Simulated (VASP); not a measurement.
A run of VASP 6.6.1:

INCAR

```
SYSTEM = Fe
PREC = Accurate
ENCUT = 600
EDIFF = 1E-6
ISMEAR = -1
SIGMA = 0.05
LREAL = .FALSE.
LASPH = .TRUE.
NELM = 200
ALGO = Normal
ISIF = 2
LWAVE = .FALSE.
LCHARG = .FALSE.
ISPIN = 2
MAGMOM = 3
LORBIT = 11
LMAXMIX = 4
GGA = PS
NBANDS = 18
GGA_COMPAT = .FALSE.
```

KPOINTS

```
regular mesh
0
G
  13 13 13
  0 0 0
```

File POSCAR:

```
Fe
1.0
    0.0000000000      1.9798226863      2.0036464209
    1.5278283418      0.0000000000      2.0036464209
    1.5278283418      1.9798226863      0.0000000000
Fe
1
Direct
    0.0000000000      0.0000000000      0.0000000000
```

Potentials or basis: VASP PAW PBE potentials, release 64 (Fe_sv).

Command:

```console
$ cat potpaw_PBE.64/Fe_sv/POTCAR > POTCAR
$ mpirun -np 1 vasp_std > vasp.out
```

Hardware: 1 thread of AMD EPYC 9R45 96-Core Processor (Zen 5), on a shared host.

Q: How long does it take, and how much memory?

A: Run time: 95 s on 1 thread of AMD EPYC 9R45 96-Core Processor (Zen 5) (shared host), peak memory 0.21 GiB. Counts: scf iterations 14, k points 343.
